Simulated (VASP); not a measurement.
A run of VASP 6.6.1 is set up as follows.

Contents of INCAR:

```
SYSTEM = Mg3Re
PREC     = Accurate       ! precision mode
ENCUT    = 600            ! plane-wave cutoff, eV
EDIFF    = 1E-6           ! SCF threshold, eV
ISMEAR   = 0              ! smearing method
SIGMA    = 0.1            ! smearing width, eV
LREAL    = .False.        ! projectors in reciprocal space
LASPH    = .True.         ! aspherical terms in the spheres
NELM     = 60             ! most SCF steps
ALGO     = Normal         ! electronic algorithm
ISIF     = 3              ! what is computed and relaxed
LWAVE    = .False.        ! write WAVECAR
LCHARG   = .False.        ! write CHGCAR
GGA      = PE             ! functional
IBRION   = 2              ! ionic algorithm
NSW      = 100            ! ionic steps
EDIFFG   = -0.01          ! ionic threshold
```

The input KPOINTS:

```
Automatic mesh
0
Gamma
  12 12 12
  0 0 0
```

File POSCAR:

```
Mg3Re
1.0
    4.0960699497      0.0000000000      0.0000000000
    0.0000000000      4.0960699497      0.0000000000
    0.0000000000      0.0000000000      4.0960699497
Mg Re
3 1
Direct
    0.0000000000      0.5000000000      0.5000000000
    0.5000000000      0.0000000000      0.5000000000
    0.5000000000      0.5000000000      0.0000000000
    0.0000000000      0.0000000000      0.0000000000
```

Potentials or basis: VASP PAW PBE potentials, release 64 (Mg, Re).

Launch:

```bash
$ cat potpaw_PBE.64/Mg/POTCAR potpaw_PBE.64/Re/POTCAR > POTCAR
$ mpirun -np 1 vasp_std > vasp.out
```

Estimate the relaxed volume.

17.78 Å³/atom.

What does it give for the space group after relaxing (to 0.1 Å)?

Pm-3m (No. 221).

Final structure:
```
CELL_PARAMETERS angstrom
4.14322 0.00000 0.00000
0.00000 4.14322 0.00000
0.00000 0.00000 4.14322
ATOMIC_POSITIONS crystal
Mg 0.00000 0.50000 0.50000
Mg 0.50000 0.00000 0.50000
Mg 0.50000 0.50000 0.00000
Re 0.00000 0.00000 0.00000
```
